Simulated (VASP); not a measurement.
Input of a VASP 6.6.1 run:

The input INCAR:

```
SYSTEM = Rh
PREC = Accurate
ENCUT = 600
EDIFF = 1E-6
ISMEAR = 1
SIGMA = 0.1
LREAL = .False.
LASPH = .True.
NELM = 60
ALGO = Normal
ISIF = 3
LWAVE = .False.
LCHARG = .False.
GGA = PS
IBRION = 2
NSW = 80
EDIFFG = -0.03
```

KPOINTS

```
regular mesh
0
Gamma
  8 8 8
  0 0 0
```

POSCAR

```
Rh
1.0
    0.0000000000      1.8978500000      1.8978500000
    1.8978500000      0.0000000000      1.8978500000
    1.8978500000      1.8978500000      0.0000000000
Rh
1
Direct
    0.0000000000      0.0000000000      0.0000000000
```

Potentials or basis: VASP PAW PBE potentials, release 64 (Rh_pv).

Run with:

```console
$ cat potpaw_PBE.64/Rh_pv/POTCAR > POTCAR
$ mpirun -np 1 vasp_std > vasp.out
```

(1) Estimate the relaxed cell.

(2) Predict the space group after relaxing (to 0.1 Å).

(3) Estimate the band gap on the k mesh.

Results:

(1) a = 2.675 Å, b = 2.675 Å, c = 2.675 Å, α = 60.00°, β = 60.00°, γ = 60.00°.

(2) Fm-3m (No. 225).

(3) zero (an odd number of electrons rules out a gap without spin polarisation).
